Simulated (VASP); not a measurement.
A run of VASP 6.6.1 is set up as follows.

File INCAR:

```
SYSTEM = Hg
PREC = Accurate
ENCUT = 520
EDIFF = 1E-6
ISMEAR = -1
SIGMA = 0.06122561905347299
LREAL = .FALSE.
LASPH = .TRUE.
NELM = 100
ALGO = Normal
ISIF = 2
LWAVE = .FALSE.
LCHARG = .TRUE.
GGA = PE
LELF = .TRUE.
LVHAR = .TRUE.
NBANDS = 12
```

File KPOINTS:

```
regular mesh
0
G
  12 12 12
  0 0 0
```

Contents of POSCAR:

```
Hg
1.0
    3.1709092214      0.0000000000      0.0000000000
    0.0000000000      3.1709092214      0.0000000000
    0.0000000000      0.0000000000      3.1709092214
Hg
1
Direct
    0.0000000000      0.0000000000      0.0000000000
```

Potentials or basis: VASP PAW PBE potentials, release 64 (Hg).

Run with:

```console
$ cat potpaw_PBE.64/Hg/POTCAR > POTCAR
$ mpirun -np 1 vasp_std > vasp.out
```

Problem. What does it give for the band gap on the k mesh?

Solution. Zero (band 6 reaches 3.95 eV, above the bottom of band 7 at -0.16 eV).

Problem. Estimate the pressure.

Solution. -0.3 GPa.

Caveat: spin-orbit coupling is left out, which moves the levels of the heavy elements.
